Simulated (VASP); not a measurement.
# BaTiO3 (R3m) in VASP: single point with PBEsol

Aim: the single point of BaTiO3 with PBEsol.

Program: VASP 6.6.1. These are calculated values, not measurements. Logs are shortened: lines on timing, memory, paths and dates and some standing lists are left out, and cuts for length are marked.

**1. The cell of the first run**

It takes space group R3m (No. 160, trigonal). Conventional cell: a = 5.635 Å, b = 5.635 Å, c = 6.925 Å, α = 90.00°, β = 90.00°, γ = 120.00°. Within 3.6 Å of Ba (site symmetry 3m) lie 12 O at 2.76 to 2.89 Å and 8 Ti at 3.39 to 3.54 Å. Ti (site symmetry 3m) has 6 O at 1.88 to 2.12 Å within 2.5 Å. Within 2.5 Å of O (site symmetry m) lie 2 Ti at 1.88 to 2.12 Å.

**2. Single point, PBEsol**

The input, INCAR:

```
SYSTEM = BaTiO3
  ALGO = Normal
  EDIFF = 1E-6
  ENCUT = 1340
  GGA = PS
  GGA_COMPAT = .False.
  ISIF = 2
  ISMEAR = -1
  LASPH = .True.
  LCHARG = .False.
  LREAL = .False.
  LWAVE = .False.
  NBANDS = 28
  NELM = 120
  PREC = Accurate
  SIGMA = 0.02
```

The input, KPOINTS:

```
k-points
0
Gamma
  6 6 6
  0 0 0
```

The input, POSCAR:

```
BaTiO3
1.0
    2.8173154608      1.6265778397      2.3084177386
   -2.8173154608      1.6265778397      2.3084177386
    0.0000000000     -3.2531556794      2.3084177386
Ba Ti O
1 1 3
Direct
   -0.0023668003     -0.0023668003     -0.0023668003
    0.4865767245      0.4865767245      0.4865767245
    0.5095686181      0.5095686181      0.0158528397
    0.0158528397      0.5095686181      0.5095686181
    0.5095686181      0.0158528397      0.5095686181
```

Potentials or basis: VASP PAW PBE potentials, release 64 (Ba_sv, Ti_sv, O_h).

Launch:

```bash
cat potpaw_PBE.64/Ba_sv/POTCAR potpaw_PBE.64/Ti_sv/POTCAR potpaw_PBE.64/O_h/POTCAR > POTCAR
mpirun -np 1 vasp_std > vasp.out
```

OUTCAR:

```text
SYSTEM = BaTiO3
   EDIFF = 1E-6
   ENCUT = 1340
   GGA = PS
   ISIF = 2
   ISMEAR = -1
   LASPH = .True.
   LREAL = .False.
   NELM = 120
   PREC = Accurate

 ion  position               nearest neighbor table
   1  0.998  0.998  0.998-   4 2.76   5 2.76   3 2.76   3 2.82   3 2.82   5 2.82   4 2.82   4 2.82
                             5 2.82   4 2.89   5 2.89   3 2.89   2 3.39   2 3.43   2 3.43   2 3.43
   2  0.487  0.487  0.487-   4 1.88   5 1.88   3 1.88   5 2.12   4 2.12   3 2.12   1 3.39   1 3.43
                             1 3.43   1 3.43   1 3.48   1 3.48   1 3.48   1 3.54
   3  0.510  0.510  0.016-   2 1.88   2 2.12   1 2.76   1 2.82   1 2.82   1 2.89
   4  0.016  0.510  0.510-   2 1.88   2 2.12   1 2.76   1 2.82   1 2.82   1 2.89
   5  0.510  0.016  0.510-   2 1.88   2 2.12   1 2.76   1 2.82   1 2.82   1 2.89

  LATTYP: Found a trigonal (rhomboedric) cell.
 ALAT       =     3.9889615604
 COS(alpha) =     0.0023430087

  Lattice vectors:

 A1 = (   2.8173154608,   1.6265778397,   2.3084177386)
 A2 = (  -2.8173154608,   1.6265778397,   2.3084177386)
 A3 = (   0.0000000000,  -3.2531556794,   2.3084177386)

Analysis of symmetry for initial positions (statically):
=====================================================================
 Subroutine PRICEL returns:
 Original cell was already a primitive cell.

 Routine SETGRP: Setting up the symmetry group for a
 trigonal (rhombohedral) supercell.

 Subroutine GETGRP returns: Found  6 space group operations
 (whereof  6 operations were pure point group operations)
 out of a pool of 12 trial point group operations.

The static configuration has the point symmetry C_3v.

Analysis of symmetry for dynamics (positions and initial velocities):
=====================================================================
 Subroutine PRICEL returns:
 Original cell was already a primitive cell.

 Routine SETGRP: Setting up the symmetry group for a
 trigonal (rhombohedral) supercell.

 Subroutine GETGRP returns: Found  6 space group operations
 (whereof  6 operations were pure point group operations)
 out of a pool of 12 trial point group operations.

The dynamic configuration has the point symmetry C_3v.

 Subroutine INISYM returns: Found  6 space group operations
 (whereof  6 operations are pure point group operations),
 and found     1 'primitive' translations

----------------------------------------------------------------------------------------

                                     Primitive cell

  volume of cell :      63.4711

  direct lattice vectors                    reciprocal lattice vectors
     2.817315461  1.626577840  2.308417739     0.177473913  0.102464612  0.144399052
    -2.817315461  1.626577840  2.308417739    -0.177473913  0.102464612  0.144399052
     0.000000000 -3.253155679  2.308417739     0.000000000 -0.204929223  0.144399052

  length of vectors
     3.988961560  3.988961560  3.988961560     0.250693185  0.250693185  0.250693185

  position of ions in fractional coordinates (direct lattice)
     0.997633200  0.997633200  0.997633200
     0.486576724  0.486576724  0.486576724
     0.509568618  0.509568618  0.015852840
     0.015852840  0.509568618  0.509568618
     0.509568618  0.015852840  0.509568618

  ion indices of the primitive-cell ions
   primitive index   ion index
                 1           1
                 2           2
                 3           3
                 4           4
                 5           5

----------------------------------------------------------------------------------------

 KPOINTS: k-points

Automatic generation of k-mesh.
 Grid dimensions read from file:
 generate k-points for:    6    6    6

 Generating k-lattice:

  Cartesian coordinates                     Fractional coordinates (reciprocal lattice)
     0.029578986  0.017077435  0.024066509     0.166666667  0.000000000  0.000000000
    -0.029578986  0.017077435  0.024066509     0.000000000  0.166666667  0.000000000
     0.000000000 -0.034154871  0.024066509     0.000000000  0.000000000  0.166666667

  Length of vectors
     0.041782197  0.041782197  0.041782197

  Shift w.r.t. Gamma in fractional coordinates (k-lattice)
     0.000000000  0.000000000  0.000000000

 Subroutine IBZKPT returns following result:
 ===========================================

 Found     32 irreducible k-points:

 Following reciprocal coordinates:
            Coordinates               Weight
  0.000000  0.000000  0.000000      1.000000
  0.166667 -0.000000  0.000000      6.000000
  0.333333  0.000000  0.000000      6.000000
  0.500000  0.000000  0.000000      3.000000
  0.166667  0.166667  0.000000      6.000000
  0.333333  0.166667  0.000000     12.000000
[... 16 lines left out ...]
  0.500000  0.500000  0.166667      6.000000
 -0.333333  0.500000  0.166667     12.000000
 [... further k-points ...]
   k-points           NKPTS =     32   k-points in BZ     NKDIM =     32   number of bands    NBANDS=     28
   number of dos      NEDOS =    301   number of ions     NIONS =      5
   total plane-waves  NPLWV = 110592
   dimension x,y,z NGX =    48 NGY =   48 NGZ =   48
   dimension x,y,z NGXF=    96 NGYF=   96 NGZF=   96
   ions per type =               1   1   3
   NGX,Y,Z   is equivalent  to a cutoff of  20.00, 20.00, 20.00 a.u.
   NGXF,Y,Z  is equivalent  to a cutoff of  40.01, 40.01, 40.01 a.u.
 SYSTEM =  BaTiO3
   PREC   = accura    normal or accurate (medium, high low for compatibility)
   ISTART =      0    job   : 0-new  1-cont  2-samecut
   ICHARG =      2    charge: 1-file 2-atom 10-const
   ISPIN  =      1    spin polarized calculation?
   LNONCOLLINEAR =      F non collinear calculations
   LSORBIT =      F    spin-orbit coupling
   LASPH  =      T    aspherical Exc in radial PAW
   ENCUT  = 1340.0 eV  98.49 Ry    9.92 a.u.  11.91 11.91 11.91*2*pi/ulx,y,z
   NELM   =    120;   NELMIN=  2; NELMDL= -5     # of ELM steps
   EDIFF  = 0.1E-05   stopping-criterion for ELM
   LREAL  =      F    real-space projection
   EDIFFG = 0.1E-04   stopping-criterion for IOM
   NSW    =      0    number of steps for IOM
   IBRION =     -1    ionic relax: 0-MD 1-quasi-New 2-CG
   NFREE  =      0    steps in history (QN), initial steepest desc. (CG)
   ISIF   =      2    stress and relaxation
   ISYM   =      2    0-nonsym 1-usesym 2-fastsym
   POTIM  = 0.5000    time-step for ionic-motion
   TEBEG  =    0.0;   TEEND  =   0.0 temperature during run
   PSTRESS=    0.0 pullay stress
   NELECT =      40.0000    total number of electrons
   NUPDOWN=      -1.0000    fix difference up-down
   EMIN   =  10.00;   EMAX   =-10.00  energy-range for DOS
   EFERMI =   0.00;   METHOD = LEGACY
   ISMEAR =    -1;   SIGMA  =   0.02  broadening in eV -4-tet -1-fermi 0-gaus
   EFERMI_NEDOS =   21; number of points for ismear=-14 and -15
   IALGO  =     38    algorithm
   IMIX   =      4    mixing-type and parameters
     AMIX     =   0.40;   BMIX     =  1.00
     AMIX_MAG =   1.60;   BMIX_MAG =  1.00
  volume/ion in A,a.u.               =      12.69        85.66
  Fermi-wavevector in a.u.,A,eV,Ry     =   1.403577  2.652375 26.803854  1.970028
  Thomas-Fermi vector in A             =   2.526225
   LORBIT       =      0    0 simple, 1 ext, 2 COOP (PROOUT), +10 PAW based schemes
   GGA     = PS    functional components
   LHFCALC =     F    Hartree Fock is set to
   AEXX    =    0.0000 exact exchange contribution
   IVDW    =     0    specifies the selected vdW correction
   LEPSILON=     F    determine dielectric tensor
   LRPA    =     F    only Hartree local field effects (RPA)
 non-spin polarized calculation
  energy-cutoff  :     1340.00
  volume of cell :       63.47
 maximum number of plane-waves:      7095
   NGX = 23   NGY = 23   NGZ = 23

 number of electron      40.0000001 magnetization

 Free energy of the ion-electron system (eV)
  ---------------------------------------------------
  ext. energy  EPLUGINS =         0.00000000
  ---------------------------------------------------
  free energy    TOTEN  =       -42.02944167 eV

  energy without entropy =      -42.02944167  energy(sigma->0) =      -42.02944167

 E-fermi :   4.4992     XC(G=0): -11.5616

 val. band max:        4.0805873273   @ k =   0.5000   0.5000   0.5000
 cond. band min:       6.3468192326   @ k =   0.0000   0.0000   0.0000
 fundamental gap:      2.2662319053
 Fermi energy:         4.4991840574

 k-point     1 :       0.0000    0.0000    0.0000
  band No.  band energies     occupation
      1     -51.9587      2.00000
      2     -28.3272      2.00000
      3     -28.3272      2.00000
      4     -28.3216      2.00000
      5     -20.6366      2.00000
      6     -12.7005      2.00000
[... 20 lines left out ...]
     27       9.0404      0.00000
     28      11.3745      0.00000

 k-point     2 :       0.1667   -0.0000    0.0000
  band No.  band energies     occupation
      1     -51.9585      2.00000
      2     -28.3402      2.00000
      3     -28.3266      2.00000
      4     -28.3225      2.00000
      5     -20.6048      2.00000
      6     -12.7273      2.00000
[... 20 lines left out ...]
     27       9.5835      0.00000
     28      12.0396      0.00000

 k-point     3 :       0.3333    0.0000    0.0000
  band No.  band energies     occupation
      1     -51.9579      2.00000
      2     -28.3687      2.00000
      3     -28.3254      2.00000
      4     -28.3216      2.00000
      5     -20.5398      2.00000
      6     -12.8676      2.00000
[... 20 lines left out ...]
     27      10.8587      0.00000
     28      12.4136      0.00000

 k-point     4 :       0.5000    0.0000    0.0000
  band No.  band energies     occupation
      1     -51.9576      2.00000
      2     -28.3829      2.00000
      3     -28.3249      2.00000
      4     -28.3210      2.00000
      5     -20.5066      2.00000
      6     -12.9594      2.00000
[... 578 lines left out ...]
     27      11.5558      0.00000
     28      12.5823      0.00000

 k-point    23 :       0.5000    0.5000    0.1667
  band No.  band energies     occupation
      1     -51.9563      2.00000
      2     -28.3799      2.00000
      3     -28.3762      2.00000
      4     -28.3345      2.00000
      5     -20.4073      2.00000
      6     -12.2141      2.00000
[... 20 lines left out ...]
     27      12.6359      0.00000
     28      12.9809      0.00000

 k-point    24 :      -0.3333    0.5000    0.1667
  band No.  band energies     occupation
      1     -51.9565      2.00000
      2     -28.3793      2.00000
      3     -28.3642      2.00000
      4     -28.3350      2.00000
      5     -20.4273      2.00000
      6     -12.4007      2.00000
[... 20 lines left out ...]
     27      12.2659      0.00000
     28      12.7541      0.00000

 [... further k-points ...]

------------------------ aborting loop because EDIFF is reached ----------------------------------------

  FORCE on cell =-STRESS in cart. coord.  units (eV):
  Direction    XX          YY          ZZ          XY          YZ          ZX
  --------------------------------------------------------------------------------------
  -------------------------------------------------------------------------------------
  Total        0.6712419      0.6712419      0.6657184     -0.0000000      0.0000000      0.0000000
  in kB       16.9439096     16.9439096     16.8044820     -0.0000000      0.0000000      0.0000000
  external PRESSURE =      16.8974337 kB  Pullay stress =       0.0000000 kB

 VOLUME and BASIS-vectors are now :
 -----------------------------------------------------------------------------
  energy-cutoff  :     1340.00
  volume of cell :       63.47
      direct lattice vectors                 reciprocal lattice vectors
     2.817315461  1.626577840  2.308417739     0.177473913  0.102464612  0.144399052
    -2.817315461  1.626577840  2.308417739    -0.177473913  0.102464612  0.144399052
     0.000000000 -3.253155679  2.308417739     0.000000000 -0.204929223  0.144399052

 POSITION                                       TOTAL-FORCE (eV/Angst)
 -----------------------------------------------------------------------------------
      0.00000      0.00000      6.90886         0.000000      0.000000      0.041413
      0.00000      0.00000      3.36967         0.000000     -0.000000      0.023628
      0.00000      1.60613      2.38919         0.000000      0.005749     -0.021680
     -1.39095     -0.80307      2.38919        -0.004979     -0.002874     -0.021680
      1.39095     -0.80307      2.38919         0.004979     -0.002874     -0.021680
 -----------------------------------------------------------------------------------
    total drift:                                0.000000     -0.000000     -0.000291

  FREE ENERGIE OF THE ION-ELECTRON SYSTEM (eV)
  ---------------------------------------------------
  free  energy   TOTEN  =       -42.0294416727 eV

  energy  without entropy=      -42.0294416727  energy(sigma->0) =      -42.02944167
```

It took 2.5 min on 1 thread of Intel Xeon Platinum 8488C (Sapphire Rapids), shared host; peak memory 0.48 GiB.

Results:

- Free energy: -42.0294 eV
- Pressure: 1.7 GPa
- Largest force: 0.041 eV/Å
- Band gap on the k mesh: 2.27 eV (least direct gap 2.62 eV)

Forces on the atoms (eV/Å):
```
Ba   0.000  0.000  0.041
Ti   0.000  0.000  0.024
O    0.000  0.006 -0.022
O   -0.005 -0.003 -0.022
O    0.005 -0.003 -0.022
```

Levels at points of the mesh, in eV from the valence-band top:
```csv
k point,band 18,band 19,band 20,band 21,band 22,band 23
"(0.00, 0.00, 0.00)",-0.48,-0.35,-0.35,2.27,2.27,2.41
"(0.50, 0.00, 0.00)",-1.68,-0.94,-0.82,2.45,3.78,3.87
"(0.50, 0.50, 0.00)",-0.89,-0.85,-0.10,3.85,3.86,4.20
"(0.50, 0.50, 0.50)",-0.02,-0.02,0.00,4.37,4.50,4.50
```

Caveat: the PAW data sets were made with another functional, which shifts forces and pressure a little; spin-orbit coupling is left out, which moves the levels of the heavy elements. A k mesh can miss the band edges.
